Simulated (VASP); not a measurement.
# TaN (P6_3mc) in VASP: a series of runs

Runs on TaN. Level: r2SCAN+U. Tasks: single point.

All numbers are computed with VASP 6.6.1; they aren't measurements. Logs are shortened: lines on timing, memory, paths and dates and some standing lists are left out, and cuts for length are marked.

## (1) The cell of the first run

Symmetry: P6_3mc, No. 186, hexagonal system. Conventional cell: a = 3.050 Å, b = 3.050 Å, c = 4.940 Å, α = 90.00°, β = 90.00°, γ = 120.00°. Ta (site symmetry 3m) has 4 N at 1.85 to 1.90 Å within 2.5 Å. N (site symmetry 3m) has 4 Ta at 1.85 to 1.90 Å within 2.5 Å.

## (2) Single point, r2SCAN+U, collinear spin, antiferromagnetic start

The input, POSCAR:

```
TaN
1.0
    3.0500020400      0.0000000000      0.0000000000
   -1.5250010200      2.6413792500      0.0000000000
    0.0000000000      0.0000000000      4.9400015300
Ta N
2 2
Direct
    0.3333333333      0.6666666667      0.0000000000
    0.6666666667      0.3333333333      0.5000000000
    0.3333333333      0.6666666667      0.3850000000
    0.6666666667      0.3333333333      0.8850000000
```

The input, INCAR.step1:

```
ALGO = Normal
EDIFF = 1E-4
ENCUT = 520
GGA = PE
ISMEAR = 0
ISPIN = 2
LASPH = True
LCHARG = False
LDAU = True
LDAUJ = 0 0
LDAUL = 2 -1
LDAUTYPE = 2
LDAUU = 1 0
LMAXMIX = 4
LREAL = False
LWAVE = True
MAGMOM = 2 -2 0 0
NBANDS = 28
NELM = 150
PREC = Accurate
SIGMA = 0.05
```

The input, INCAR.step2:

```
ALGO = Normal
EDIFF = 1E-6
ENCUT = 520
ISIF = 2
ISMEAR = 0
ISPIN = 2
ISTART = 1
LASPH = True
LCHARG = False
LDAU = True
LDAUJ = 0 0
LDAUL = 2 -1
LDAUPRINT = 1
LDAUTYPE = 2
LDAUU = 1 0
LMAXMIX = 4
LMIXTAU = True
LORBIT = 11
LREAL = False
LWAVE = False
MAGMOM = 2 -2 0 0
METAGGA = R2SCAN
NBANDS = 28
NELM = 150
PREC = Accurate
SIGMA = 0.05
```

The input, KPOINTS:

```
k-points
0
Gamma
  7 7 4
```

Potentials or basis: VASP PAW PBE potentials, release 64 (Ta_pv, N).

On the command line:

```
> cat potpaw_PBE.64/Ta_pv/POTCAR potpaw_PBE.64/N/POTCAR > POTCAR
> cp INCAR.step1 INCAR
> mpirun -np 1 vasp_std > vasp.out
> cp INCAR.step2 INCAR
> mpirun -np 1 vasp_std > vasp.out
```

OUTCAR:

```text
EDIFF = 1E-6
   ENCUT = 520
   ISIF = 2
   ISMEAR = 0
   ISPIN = 2
   ISTART = 1
   LASPH = True
   LORBIT = 11
   LREAL = False
   METAGGA = R2SCAN
   NELM = 150
   PREC = Accurate

 ion  position               nearest neighbor table
   1  0.333  0.667  0.000-   4 1.85   4 1.85   4 1.85   3 1.90   2 3.03   2 3.03   2 3.03   2 3.03
                             2 3.03   2 3.03
   2  0.667  0.333  0.500-   3 1.85   3 1.85   3 1.85   4 1.90   1 3.03   1 3.03   1 3.03   1 3.03
                             1 3.03   1 3.03
   3  0.333  0.667  0.385-   2 1.85   2 1.85   2 1.85   1 1.90
   4  0.667  0.333  0.885-   1 1.85   1 1.85   1 1.85   2 1.90

  LATTYP: Found a hexagonal cell.
 ALAT       =     3.0500020400
 C/A-ratio  =     1.6196715495

  Lattice vectors:

 A1 = (   3.0500020400,   0.0000000000,   0.0000000000)
 A2 = (  -1.5250010200,   2.6413792500,   0.0000000000)
 A3 = (   0.0000000000,   0.0000000000,   4.9400015300)

Analysis of symmetry for initial positions (statically):
=====================================================================
 Subroutine PRICEL returns:
 Original cell was already a primitive cell.

 Routine SETGRP: Setting up the symmetry group for a
 hexagonal supercell.

 Subroutine GETGRP returns: Found 12 space group operations
 (whereof  6 operations were pure point group operations)
 out of a pool of 24 trial point group operations.

The static configuration has the point symmetry C_3v.
 The point group associated with its full space group is C_6v.

Analysis of symmetry for dynamics (positions and initial velocities):
=====================================================================
 Subroutine PRICEL returns:
 Original cell was already a primitive cell.

 Routine SETGRP: Setting up the symmetry group for a
 hexagonal supercell.

 Subroutine GETGRP returns: Found 12 space group operations
 (whereof  6 operations were pure point group operations)
 out of a pool of 24 trial point group operations.
[... 225 lines left out ...]
  o =  0.3400  v =  0.0000  0.0000  0.0000  0.0000  0.0000 -0.0000 -0.0000 -1.0000  0.0000  0.0000      0.0000  0.0000  0.0000  0.0000  0.0000  0.0000  0.0000  0.0000  0.0000  0.0000
  o =  0.3616  v =  0.0000  0.0000  0.0000  0.0000  0.0000  0.8349  0.0000 -0.0000 -0.5504 -0.0000      0.0000  0.0000  0.0000  0.0000  0.0000  0.0000  0.0000  0.0000  0.0000  0.0000
  o =  0.3616  v =  0.0000  0.0000  0.0000  0.0000  0.0000 -0.0000  0.5504 -0.0000  0.0000 -0.8349      0.0000  0.0000  0.0000  0.0000  0.0000  0.0000  0.0000  0.0000  0.0000  0.0000
  o =  0.3616  v =  0.8349  0.0000 -0.0000 -0.5504 -0.0000  0.0000  0.0000  0.0000  0.0000  0.0000      0.0000  0.0000  0.0000  0.0000  0.0000  0.0000  0.0000  0.0000  0.0000  0.0000
  o =  0.3616  v =  0.0000 -0.5504  0.0000 -0.0000  0.8349  0.0000  0.0000  0.0000  0.0000  0.0000      0.0000  0.0000  0.0000  0.0000  0.0000  0.0000  0.0000  0.0000  0.0000  0.0000

 number of electron      32.0000000 magnetization      -0.0000000

 Free energy of the ion-electron system (eV)
  ---------------------------------------------------
  ext. energy  EPLUGINS =         0.00000000
  ---------------------------------------------------
  free energy    TOTEN  =      -111.40252179 eV

  energy without entropy =     -111.39896225  energy(sigma->0) =     -111.40074202

 E-fermi :   9.9138     XC(G=0): -14.6073

 val. band max:        9.9107136705   @ k =   0.4286   0.0000   0.2500
 cond. band min:      10.0019438385   @ k =   0.1429   0.1429   0.5000
 fundamental gap:      0.0912301680
 Fermi energy:         9.9138298606

 spin component 1

 k-point     1 :       0.0000    0.0000    0.0000
  band No.  band energies     occupation
      1     -27.7338      1.00000
      2     -26.5509      1.00000
      3     -26.5509      1.00000
      4     -26.3525      1.00000
      5     -26.3525      1.00000
      6     -26.3219      1.00000
[... 733 lines left out ...]
     27      22.1848      0.00000
     28      22.1848      0.00000
 Fermi energy:         9.9138298606

 spin component 2

 k-point     1 :       0.0000    0.0000    0.0000
  band No.  band energies     occupation
      1     -27.7338      1.00000
      2     -26.5509      1.00000
      3     -26.5509      1.00000
      4     -26.3525      1.00000
      5     -26.3525      1.00000
      6     -26.3219      1.00000
[... 733 lines left out ...]
     27      22.1848      0.00000
     28      22.1848      0.00000

------------------------ aborting loop because EDIFF is reached ----------------------------------------

  FORCE on cell =-STRESS in cart. coord.  units (eV):
  Direction    XX          YY          ZZ          XY          YZ          ZX
  --------------------------------------------------------------------------------------
  -------------------------------------------------------------------------------------
  Total       37.4987442     37.4987442     31.1354080      0.0000000      0.0000000      0.0000000
  in kB     1509.6258744   1509.6258764   1253.4504433      0.0000000      0.0000000      0.0000000
  external PRESSURE =    1424.2340647 kB  Pullay stress =       0.0000000 kB

 VOLUME and BASIS-vectors are now :
 -----------------------------------------------------------------------------
  energy-cutoff  :      520.00
  volume of cell :       39.80
      direct lattice vectors                 reciprocal lattice vectors
     3.050002040  0.000000000  0.000000000     0.327868633  0.189295043  0.000000000
    -1.525001020  2.641379250  0.000000000     0.000000000  0.378590087  0.000000000
     0.000000000  0.000000000  4.940001530     0.000000000  0.000000000  0.202429087

 POSITION                                       TOTAL-FORCE (eV/Angst)
 -----------------------------------------------------------------------------------
     -0.00000      1.76092      0.00000        -0.000000     -0.000000      2.250841
      1.52500      0.88046      2.47000         0.000000      0.000000      2.250841
     -0.00000      1.76092      1.90190        -0.000000      0.000000     -2.250841
      1.52500      0.88046      4.37190         0.000000      0.000000     -2.250841
 -----------------------------------------------------------------------------------
    total drift:                               -0.000000      0.000000      0.000917

  FREE ENERGIE OF THE ION-ELECTRON SYSTEM (eV)
  ---------------------------------------------------
  free  energy   TOTEN  =      -111.4025217940 eV

  energy  without entropy=     -111.3989622500  energy(sigma->0) =     -111.40074202

 total charge

# of ion       s       p       d       tot
------------------------------------------
    1        0.411   6.416   2.979   9.806
    2        0.411   6.416   2.979   9.806
    3        1.310   2.785   0.000   4.096
    4        1.310   2.785   0.000   4.096
--------------------------------------------------
tot          3.444  18.402   5.958  27.804

 magnetization (x)

# of ion       s       p       d       tot
------------------------------------------
    1        0.000  -0.000  -0.000  -0.000
    2       -0.000   0.000   0.000   0.000
    3        0.000  -0.000   0.000   0.000
    4       -0.000   0.000   0.000  -0.000
--------------------------------------------------
tot          0.000   0.000   0.000   0.000
```

OSZICAR.step1:

```text
N       E                     dE             d eps       ncg     rms          rms(c)
DAV:   1     0.301199756207E+03    0.30120E+03   -0.17043E+04  2688   0.124E+03
DAV:   2    -0.261315094966E+02   -0.32733E+03   -0.31004E+03  2980   0.391E+02
DAV:   3    -0.421572607545E+02   -0.16026E+02   -0.15726E+02  3200   0.851E+01
DAV:   4    -0.422907001778E+02   -0.13344E+00   -0.13313E+00  3032   0.813E+00
DAV:   5    -0.422915364015E+02   -0.83622E-03   -0.83615E-03  3236   0.618E-01    0.616E+01
DAV:   6    -0.354607059548E+02    0.68308E+01   -0.16046E+01  2880   0.345E+01    0.251E+01
DAV:   7    -0.356162065335E+02   -0.15550E+00   -0.15337E+00  2988   0.901E+00    0.155E+01
DAV:   8    -0.356012351616E+02    0.14971E-01   -0.87464E-02  3028   0.219E+00    0.592E+00
DAV:   9    -0.355804168833E+02    0.20818E-01   -0.71158E-03  3184   0.801E-01    0.919E-01
DAV:  10    -0.355817971688E+02   -0.13803E-02   -0.37212E-03  3024   0.601E-01    0.163E-01
DAV:  11    -0.355820508762E+02   -0.25371E-03   -0.59442E-04  3176   0.176E-01    0.985E-02
DAV:  12    -0.355820360918E+02    0.14784E-04   -0.33250E-05  1888   0.831E-02
   1 F= -.35582036E+02 E0= -.35580997E+02  d E =-.207744E-02  mag=    -0.0000
```

It took 2.1 min on 1 thread of Intel Xeon Platinum 8259CL at 2.50GHz (Skylake/Cascade Lake), shared host; peak memory 0.21 GiB.

Results:

```yaml
Free_energy: -111.4025 eV
Pressure: 142.4 GPa
Largest_force: 2.251 eV/Å
Band_gap_on_the_k_mesh: zero (filled and empty bands overlap)
Net_moment: 0.00 μB per cell
Valence_electrons_inside_the_program's_atomic_spheres: Ta 9.81; N 4.10
```

Forces in eV/Å, atoms in the order of the input:
```
Ta   0.000  0.000  2.251
Ta   0.000  0.000  2.251
N    0.000  0.000 -2.251
N    0.000  0.000 -2.251
```

Stress tensor (GPa, compression positive):
```
150.96   0.00   0.00
  0.00 150.96   0.00
  0.00   0.00 125.35
```

Levels at points of the mesh, in eV from the Fermi level:
Spin up:
```csv
k point,band 14,band 15,band 16,band 17,band 18,band 19
"(0.00, 0.00, 0.00)",-8.07,-0.67,-0.67,-0.35,2.23,2.88
"(0.00, 0.00, 0.50)",-8.96,1.41,1.41,1.41,1.41,1.96
```
Spin down:
| k point | band 12 | band 13 | band 14 | band 15 | band 16 | band 17 | band 18 | band 19 | band 20 | band 21 |
| --- | --- | --- | --- | --- | --- | --- | --- | --- | --- | --- |
| (0.00, 0.00, 0.00) | -8.35 | -8.35 | -8.07 | -0.67 | -0.67 | -0.35 | 2.23 | 2.88 | 2.88 | 4.78 |
| (0.00, 0.00, 0.50) | -8.96 | -8.96 | -8.96 | 1.41 | 1.41 | 1.41 | 1.41 | 1.96 | 1.96 | 7.04 |

Eigenvalues of the final occupation matrices:
| site | spin | trace | eigenvalues |
| --- | --- | --- | --- |
| site 1 d | 1 | 1.53 | 0.23 0.23 0.34 0.36 0.36 |
| site 1 d | 2 | 1.53 | 0.23 0.23 0.34 0.36 0.36 |
| site 2 d | 1 | 1.53 | 0.23 0.23 0.34 0.36 0.36 |
| site 2 d | 2 | 1.53 | 0.23 0.23 0.34 0.36 0.36 |

Caveat: the PAW data sets were made with another functional, which shifts forces and pressure a little; spin-orbit coupling is left out, which moves the levels of the heavy elements.

(Part 1 of 2 ends here.)
